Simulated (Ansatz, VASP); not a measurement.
## Two plane-wave programs on SiO2

File INCAR:

```
PREC = Accurate
ENCUT = 600
EDIFF = 1E-7
ISMEAR = 0
SIGMA = 0.02
LREAL = False
LASPH = True
NELM = 100
ALGO = Normal
ISIF = 3
LWAVE = False
LCHARG = False
GGA = CA
IBRION = 2
NSW = 100
EDIFFG = -0.005
```

The input KPOINTS:

```
regular mesh
0
Gamma
  8 8 8
```

Contents of POSCAR:

```
SiO2
1.0
   -2.3740500000      2.3740500000      3.7440000000
    2.3740500000     -2.3740500000      3.7440000000
    2.3740500000      2.3740500000     -3.7440000000
Si O
2 4
Direct
    0.0000000000      0.0000000000      0.0000000000
    0.7500000000      0.2500000000      0.5000000000
    0.9983800000      0.6250000000      0.8733800000
    0.3750000000      0.2483800000      0.3733800000
    0.7516200000      0.1250000000      0.1266200000
    0.8750000000      0.0016200000      0.6266200000
```

Input for Ansatz:

```yaml
crystal:
  lattice:
    - [-2.37405, 2.37405, 3.744]
    - [2.37405, -2.37405, 3.744]
    - [2.37405, 2.37405, -3.744]
  atoms:
    - { symbol: Si, position: [0.0, 0.0, 0.0] }
    - { symbol: Si, position: [0.75, 0.25, 0.5] }
    - { symbol: O, position: [0.99838, 0.625, 0.87338] }
    - { symbol: O, position: [0.375, 0.24838, 0.37338] }
    - { symbol: O, position: [0.75162, 0.125, 0.12662] }
    - { symbol: O, position: [0.875, 0.00162, 0.62662] }
basis:
  ecutwfc: 420
kpoints:
  mp_grid: { grid: [8, 8, 8] }
hamiltonian:
  xc: lda
scf:
  occupations: { method: gaussian, width: 0.02 }
output:
  forces: true
  stress: true
  eigenvalues: true
  write_density: true
  write_potential: true
  elf: true
  volumetric_format: npy
relax:
  adjacent_minimum: "off"
  f_tol: 0.005
  max_steps: 80
  cell: { stress_tol: 0.05 }
```

Alike in both runs: task relaxation of cell and atoms; functional LDA; k mesh 8 × 8 × 8; occupations gaussian, width 0.02 eV; no spin polarisation.

|  | VASP | Ansatz |
| --- | --- | --- |
| version | VASP 6.6.1 | Ansatz 0.2.0 |
| potentials or method | VASP PAW LDA potentials, release 64 (Si, O), cutoff 600 eV | scalar-relativistic, plane waves, PAW |
| valence electrons in the cell | 32 | 32 |

|  | VASP | Ansatz | Ansatz less VASP |
| --- | --- | --- | --- |
| gap on the k mesh at the Fermi level, each at its own relaxed structure (eV) | 5.76 | 5.76 | +0.007 |
| relaxed volume (Å³/atom) | 14.75 | 14.73 | -0.015 |
| relaxed cell length with the largest relative difference (Å) | 5.042 | 5.040 | -0.0017 |

LDA's correlation is that of Perdew and Zunger in VASP and of Perdew and Wang (1992) in Ansatz.
